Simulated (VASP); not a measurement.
# In2O3 (Ia-3) in VASP: single point with PBEsol

Aim: the single point of In2O3 with PBEsol.

Everything below comes from runs of VASP 6.6.1. Logs are shortened: lines on timing, memory, paths and dates and some standing lists are left out, and cuts for length are marked.

### 1 The cell of the first run

It takes space group Ia-3 (No. 206, cubic). The conventional cell has a = 10.161 Å, b = 10.161 Å, c = 10.161 Å, α = 90.00°, β = 90.00°, γ = 90.00°. Within 2.9 Å of In (site symmetry -3) lie 6 O at 2.18 Å. Within 2.8 Å of In (site symmetry 2) lie 6 O at 2.14 to 2.23 Å. O (site symmetry 1) has 4 In at 2.14 to 2.23 Å and 5 O at 2.81 to 2.96 Å within 3.0 Å.

### 2 Single point, PBEsol

INCAR reads:

```
PREC = Accurate
ENCUT = 600
EDIFF = 1E-6
ISMEAR = 0
SIGMA = 0.02
LREAL = Auto
LASPH = T
NELM = 120
ALGO = Normal
ISIF = 2
LWAVE = F
LCHARG = T
GGA = PS
LELF = T
LVHAR = T
NBANDS = 202
GGA_COMPAT = F
```

KPOINTS reads:

```
Automatic mesh
0
Gamma
  2 2 2
```

POSCAR reads:

```
In2O3
1.0
   -5.0806641247      5.0806641247      5.0806641247
    5.0806641247     -5.0806641247      5.0806641247
    5.0806641247      5.0806641247     -5.0806641247
In O
16 24
Direct
    0.5000000000      0.5000000000      0.5000000000
    0.5000000000      0.0000000000      0.0000000000
    0.0000000000      0.5000000000      0.0000000000
    0.0000000000      0.0000000000      0.5000000000
    0.2500000000      0.7159802187      0.4659802187
    0.7500000000      0.7840197813      0.0340197813
    0.4659802187      0.2500000000      0.7159802187
    0.0340197813      0.7500000000      0.7840197813
    0.7159802187      0.4659802187      0.2500000000
    0.7840197813      0.0340197813      0.7500000000
    0.7500000000      0.2840197813      0.5340197813
    0.2500000000      0.2159802187      0.9659802187
    0.5340197813      0.7500000000      0.2840197813
    0.9659802187      0.2500000000      0.2159802187
    0.2840197813      0.5340197813      0.7500000000
    0.2159802187      0.9659802187      0.2500000000
    0.5367220574      0.7721678473      0.5445360134
    0.7276318339      0.9921860440      0.9554639866
    0.9632779426      0.5078139560      0.2354457899
    0.7723681661      0.7278321527      0.2645542101
    0.5445360134      0.5367220574      0.7721678473
    0.9554639866      0.7276318339      0.9921860440
    0.2354457899      0.9632779426      0.5078139560
    0.2645542101      0.7723681661      0.7278321527
    0.7721678473      0.5445360134      0.5367220574
    0.9921860440      0.9554639866      0.7276318339
    0.5078139560      0.2354457899      0.9632779426
    0.7278321527      0.2645542101      0.7723681661
    0.4632779426      0.2278321527      0.4554639866
    0.2723681661      0.0078139560      0.0445360134
    0.0367220574      0.4921860440      0.7645542101
    0.2276318339      0.2721678473      0.7354457899
    0.4554639866      0.4632779426      0.2278321527
    0.0445360134      0.2723681661      0.0078139560
    0.7645542101      0.0367220574      0.4921860440
    0.7354457899      0.2276318339      0.2721678473
    0.2278321527      0.4554639866      0.4632779426
    0.0078139560      0.0445360134      0.2723681661
    0.4921860440      0.7645542101      0.0367220574
    0.2721678473      0.7354457899      0.2276318339
```

Potentials or basis: VASP PAW PBE potentials, release 64 (In_d, O).

Started as:

```sh
> cat potpaw_PBE.64/In_d/POTCAR potpaw_PBE.64/O/POTCAR > POTCAR
> mpirun -np 1 vasp_std > vasp.out
```

OUTCAR:

```text
PREC = Accurate
   ENCUT = 600
   EDIFF = 1E-6
   ISMEAR = 0
   LREAL = Auto
   LASPH = T
   NELM = 120
   ISIF = 2
   GGA = PS

 ion  position               nearest neighbor table
   1  0.500  0.500  0.500-  17 2.18  21 2.18  25 2.18  29 2.18  33 2.18  37 2.18  13 3.36  15 3.36
                             7 3.36   9 3.36   5 3.36  11 3.36   8 3.84  10 3.84   6 3.84  12 3.84
   2  0.500  0.000  0.000-  18 2.18  27 2.18  30 2.18  39 2.18  36 2.18  24 2.18   6 3.36   8 3.36
                             9 3.36  12 3.36  14 3.36  15 3.36  13 3.84   7 3.84  10 3.84  16 3.84
   3  0.000  0.500  0.000-  19 2.18  22 2.18  28 2.18  31 2.18  34 2.18  40 2.18   8 3.36  14 3.36
                             5 3.36  16 3.36  10 3.36  11 3.36  12 3.84   9 3.84  15 3.84   6 3.84
   4  0.000  0.000  0.500-  23 2.18  26 2.18  35 2.18  38 2.18  20 2.18  32 2.18  10 3.36  16 3.36
                            13 3.36   7 3.36   6 3.36  12 3.36   5 3.84   8 3.84  14 3.84  15 3.84
   5  0.250  0.716  0.466-  23 2.14  24 2.14  17 2.21  19 2.21  40 2.23  37 2.23   1 3.36   3 3.36
                            13 3.37  16 3.37  15 3.37  14 3.37   2 3.84   4 3.84   7 3.86   8 3.86
   6  0.750  0.784  0.034-  21 2.14  22 2.14  18 2.21  20 2.21  38 2.23  39 2.23   2 3.36   4 3.36
                            13 3.37  15 3.37  16 3.37  14 3.37   3 3.84   1 3.84   9 3.86   8 3.86
   7  0.466  0.250  0.716-  27 2.14  28 2.14  21 2.21  23 2.21  32 2.23  29 2.23   1 3.36   4 3.36
                            11 3.37  12 3.37  15 3.37  16 3.37   2 3.84   3 3.84   6 3.86  10 3.86
   8  0.034  0.750  0.784-  25 2.14  26 2.14  22 2.21  24 2.21  30 2.23  31 2.23   3 3.36   2 3.36
                            11 3.37  15 3.37  16 3.37  12 3.37   4 3.84   1 3.84  10 3.86   5 3.86
   9  0.716  0.466  0.250-  19 2.14  20 2.14  25 2.21  27 2.21  36 2.23  33 2.23   1 3.36   2 3.36
[... 37 lines left out ...]
  39  0.492  0.765  0.037-  13 2.14   2 2.18  15 2.21   6 2.23
  40  0.272  0.735  0.228-  13 2.14   3 2.18  16 2.21   5 2.23

  LATTYP: Found a body centered cubic cell.
 ALAT       =    10.1613282494

  Lattice vectors:

 A1 = (  -5.0806641247,   5.0806641247,   5.0806641247)
 A2 = (   5.0806641247,  -5.0806641247,   5.0806641247)
 A3 = (   5.0806641247,   5.0806641247,  -5.0806641247)

Analysis of symmetry for initial positions (statically):
=====================================================================
 Subroutine PRICEL returns:
 Original cell was already a primitive cell.

 Routine SETGRP: Setting up the symmetry group for a
 body centered cubic supercell.

 Subroutine GETGRP returns: Found 24 space group operations
 (whereof  6 operations were pure point group operations)
 out of a pool of 48 trial point group operations.

The static configuration has the point symmetry S_6 .
 The point group associated with its full space group is T_h .

Analysis of symmetry for dynamics (positions and initial velocities):
=====================================================================
 Subroutine PRICEL returns:
 Original cell was already a primitive cell.

 Routine SETGRP: Setting up the symmetry group for a
 body centered cubic supercell.

 Subroutine GETGRP returns: Found 24 space group operations
 (whereof  6 operations were pure point group operations)
 out of a pool of 48 trial point group operations.

The dynamic configuration has the point symmetry S_6 .
 The point group associated with its full space group is T_h .

 Subroutine INISYM returns: Found 24 space group operations
 (whereof  6 operations are pure point group operations),
 and found     1 'primitive' translations

----------------------------------------------------------------------------------------

                                     Primitive cell

  volume of cell :     524.5917

  direct lattice vectors                    reciprocal lattice vectors
    -5.080664125  5.080664125  5.080664125     0.000000000  0.098412331  0.098412331
     5.080664125 -5.080664125  5.080664125     0.098412331  0.000000000  0.098412331
     5.080664125  5.080664125 -5.080664125     0.098412331  0.098412331  0.000000000

  length of vectors
     8.799968400  8.799968400  8.799968400     0.139176053  0.139176053  0.139176053

  position of ions in fractional coordinates (direct lattice)
     0.500000000  0.500000000  0.500000000
     0.500000000  0.000000000  0.000000000
     0.000000000  0.500000000  0.000000000
     0.000000000  0.000000000  0.500000000
     0.250000000  0.715980219  0.465980219
     0.750000000  0.784019781  0.034019781
[... 32 lines left out ...]
     0.492186044  0.764554210  0.036722057
     0.272167847  0.735445790  0.227631834

  ion indices of the primitive-cell ions
   primitive index   ion index
                 1           1
                 2           2
                 3           3
                 4           4
                 5           5
                 6           6
[... 32 lines left out ...]
                39          39
                40          40

----------------------------------------------------------------------------------------

 KPOINTS: Automatic mesh

Automatic generation of k-mesh.
 Grid dimensions read from file:
 generate k-points for:    2    2    2

 Generating k-lattice:

  Cartesian coordinates                     Fractional coordinates (reciprocal lattice)
     0.000000000  0.049206166  0.049206166     0.500000000  0.000000000  0.000000000
     0.049206166  0.000000000  0.049206166     0.000000000  0.500000000  0.000000000
     0.049206166  0.049206166  0.000000000     0.000000000  0.000000000  0.500000000

  Length of vectors
     0.069588027  0.069588027  0.069588027

  Shift w.r.t. Gamma in fractional coordinates (k-lattice)
     0.000000000  0.000000000  0.000000000

 Subroutine IBZKPT returns following result:
 ===========================================

 Found      3 irreducible k-points:

 Following reciprocal coordinates:
            Coordinates               Weight
  0.000000  0.000000  0.000000      1.000000
  0.500000  0.000000  0.000000      6.000000
  0.500000  0.500000  0.500000      1.000000
   k-points           NKPTS =      3   k-points in BZ     NKDIM =      3   number of bands    NBANDS=    202
   number of dos      NEDOS =    301   number of ions     NIONS =     40
   total plane-waves  NPLWV = 343000
   dimension x,y,z NGX =    70 NGY =   70 NGZ =   70
   dimension x,y,z NGXF=   140 NGYF=  140 NGZF=  140
   ions per type =              16  24
   NGX,Y,Z   is equivalent  to a cutoff of  13.22, 13.22, 13.22 a.u.
   NGXF,Y,Z  is equivalent  to a cutoff of  26.45, 26.45, 26.45 a.u.
 SYSTEM =  unknown system
   PREC   = accura    normal or accurate (medium, high low for compatibility)
   ISTART =      0    job   : 0-new  1-cont  2-samecut
   ICHARG =      2    charge: 1-file 2-atom 10-const
   ISPIN  =      1    spin polarized calculation?
   LNONCOLLINEAR =      F non collinear calculations
   LSORBIT =      F    spin-orbit coupling
   LASPH  =      T    aspherical Exc in radial PAW
   ENCUT  =  600.0 eV  44.10 Ry    6.64 a.u.  17.58 17.58 17.58*2*pi/ulx,y,z
   NELM   =    120;   NELMIN=  2; NELMDL= -5     # of ELM steps
   EDIFF  = 0.1E-05   stopping-criterion for ELM
   LREAL  =      T    real-space projection
   EDIFFG = 0.1E-04   stopping-criterion for IOM
   NSW    =      0    number of steps for IOM
   IBRION =     -1    ionic relax: 0-MD 1-quasi-New 2-CG
   NFREE  =      0    steps in history (QN), initial steepest desc. (CG)
   ISIF   =      2    stress and relaxation
   ISYM   =      2    0-nonsym 1-usesym 2-fastsym
   POTIM  = 0.5000    time-step for ionic-motion
   TEBEG  =    0.0;   TEEND  =   0.0 temperature during run
   PSTRESS=    0.0 pullay stress
   NELECT =     352.0000    total number of electrons
   NUPDOWN=      -1.0000    fix difference up-down
   EMIN   =  10.00;   EMAX   =-10.00  energy-range for DOS
   EFERMI =   0.00;   METHOD = LEGACY
   ISMEAR =     0;   SIGMA  =   0.02  broadening in eV -4-tet -1-fermi 0-gaus
   EFERMI_NEDOS =   21; number of points for ismear=-14 and -15
   IALGO  =     38    algorithm
   IMIX   =      4    mixing-type and parameters
     AMIX     =   0.40;   BMIX     =  1.00
     AMIX_MAG =   1.60;   BMIX_MAG =  1.00
  volume/ion in A,a.u.               =      13.11        88.50
  Fermi-wavevector in a.u.,A,eV,Ry     =   1.433228  2.708408 27.948299  2.054142
  Thomas-Fermi vector in A             =   2.552769
   LORBIT       =      0    0 simple, 1 ext, 2 COOP (PROOUT), +10 PAW based schemes
   GGA     = PS    functional components
   LHFCALC =     F    Hartree Fock is set to
   AEXX    =    0.0000 exact exchange contribution
   IVDW    =     0    specifies the selected vdW correction
   LEPSILON=     F    determine dielectric tensor
   LRPA    =     F    only Hartree local field effects (RPA)
 non-spin polarized calculation
 Gauss-broadening in eV      SIGMA  =   0.02
  energy-cutoff  :      600.00
  volume of cell :      524.59
 maximum number of plane-waves:     17549
   NGX = 35   NGY = 35   NGZ = 35

 number of electron     352.0000027 magnetization

 Free energy of the ion-electron system (eV)
  ---------------------------------------------------
  ext. energy  EPLUGINS =         0.00000000
  ---------------------------------------------------
  free energy    TOTEN  =      -238.62949810 eV

  energy without entropy =     -238.62949810  energy(sigma->0) =     -238.62949810

 E-fermi :   5.3602     XC(G=0): -11.2318

 val. band max:        5.2276630598   @ k =   0.0000   0.0000   0.0000
 cond. band min:       6.2595081080   @ k =   0.0000   0.0000   0.0000
 fundamental gap:      1.0318450482
 Fermi energy:         5.3602131697

 k-point     1 :       0.0000    0.0000    0.0000
  band No.  band energies     occupation
      1     -12.4664      2.00000
      2     -11.8443      2.00000
      3     -11.8443      2.00000
      4     -11.7697      2.00000
      5     -11.7697      2.00000
      6     -11.7697      2.00000
[... 562 lines left out ...]
    187      11.6420      0.00000
    188      11.7560      0.00000
 [bands above 188 left out]

------------------------ aborting loop because EDIFF is reached ----------------------------------------

  FORCE on cell =-STRESS in cart. coord.  units (eV):
  Direction    XX          YY          ZZ          XY          YZ          ZX
  --------------------------------------------------------------------------------------
  -------------------------------------------------------------------------------------
  Total        1.2911231      1.2911231      1.2911231     -0.0000000     -0.0000000      0.0000000
  in kB        3.9432725      3.9432725      3.9432725     -0.0000000     -0.0000000      0.0000000
  external PRESSURE =       3.9432725 kB  Pullay stress =       0.0000000 kB

 VOLUME and BASIS-vectors are now :
 -----------------------------------------------------------------------------
  energy-cutoff  :      600.00
  volume of cell :      524.59
      direct lattice vectors                 reciprocal lattice vectors
    -5.080664125  5.080664125  5.080664125     0.000000000  0.098412331  0.098412331
     5.080664125 -5.080664125  5.080664125     0.098412331  0.000000000  0.098412331
     5.080664125  5.080664125 -5.080664125     0.098412331  0.098412331  0.000000000

 POSITION                                       TOTAL-FORCE (eV/Angst)
 -----------------------------------------------------------------------------------
      2.54033      2.54033      2.54033         0.000000      0.000000      0.000000
     -2.54033      2.54033      2.54033         0.000000      0.000000      0.000000
      2.54033     -2.54033      2.54033         0.000000      0.000000      0.000000
      2.54033      2.54033     -2.54033         0.000000      0.000000      0.000000
      4.73498      0.00000      2.54033        -0.003646      0.000000      0.000000
      0.34569      0.00000      7.62100         0.003646      0.000000      0.000000
[... 32 lines left out ...]
      1.57038     -1.19724      6.19850         0.003660     -0.003739     -0.006609
      3.51028     -1.19724      3.96283        -0.003660     -0.003739      0.006609
 -----------------------------------------------------------------------------------
    total drift:                                0.000000      0.000000     -0.000000

  FREE ENERGIE OF THE ION-ELECTRON SYSTEM (eV)
  ---------------------------------------------------
  free  energy   TOTEN  =      -238.6294981028 eV

  energy  without entropy=     -238.6294981028  energy(sigma->0) =     -238.62949810
```

It took 21 min on 1 thread of Intel Xeon 8259CL, shared host; peak memory 0.83 GiB.

Results:

```
Free energy            : -238.6295 eV
Pressure               : 0.4 GPa
Largest force          : 0.008 eV/Å
Band gap on the k mesh : 1.03 eV
```

Forces in eV/Å, atoms in the order of the input:
```
In   0.000  0.000  0.000
In   0.000  0.000  0.000
In   0.000  0.000  0.000
In   0.000  0.000  0.000
In  -0.004  0.000  0.000
In   0.004  0.000  0.000
In   0.000 -0.004  0.000
In   0.000  0.004  0.000
In   0.000  0.000 -0.004
In   0.000  0.000  0.004
In   0.004  0.000  0.000
In  -0.004  0.000  0.000
In   0.000  0.004  0.000
In   0.000 -0.004  0.000
In   0.000  0.000  0.004
In   0.000  0.000 -0.004
O    0.007  0.004 -0.004
O   -0.007 -0.004 -0.004
O    0.007 -0.004  0.004
O   -0.007  0.004  0.004
O   -0.004  0.007  0.004
O   -0.004 -0.007 -0.004
O    0.004  0.007 -0.004
O    0.004 -0.007  0.004
O    0.004 -0.004  0.007
O   -0.004 -0.004 -0.007
O   -0.004  0.004  0.007
O    0.004  0.004 -0.007
O   -0.007 -0.004  0.004
O    0.007  0.004  0.004
O   -0.007  0.004 -0.004
O    0.007 -0.004 -0.004
O    0.004 -0.007 -0.004
O    0.004  0.007  0.004
O   -0.004 -0.007  0.004
O   -0.004  0.007 -0.004
O   -0.004  0.004 -0.007
O    0.004  0.004  0.007
O    0.004 -0.004 -0.007
O   -0.004 -0.004  0.007
```

Levels at points of the mesh, in eV from the valence-band top:
```
           k point  band 172  band 173  band 174  band 175  band 176  band 177  band 178  band 179  band 180  band 181
(0.00, 0.00, 0.00)     -0.25     -0.25      0.00      0.00      0.00      1.03      5.38      5.38      5.38      5.45
(0.50, 0.00, 0.00)     -0.22     -0.15     -0.15     -0.03     -0.03      3.13      3.13      4.86      4.86      4.96
(0.50, 0.50, 0.50)     -0.24     -0.23     -0.23     -0.23     -0.16      4.01      4.01      4.01      4.06      4.06
```

Caveat: the k points lie up to 0.44 Å⁻¹ apart; the PAW data sets were made with another functional, which shifts forces and pressure a little; spin-orbit coupling is left out, which moves the levels of the heavy elements. Expect the measured gap to be larger: semilocal functionals such as PBEsol lack the derivative discontinuity.
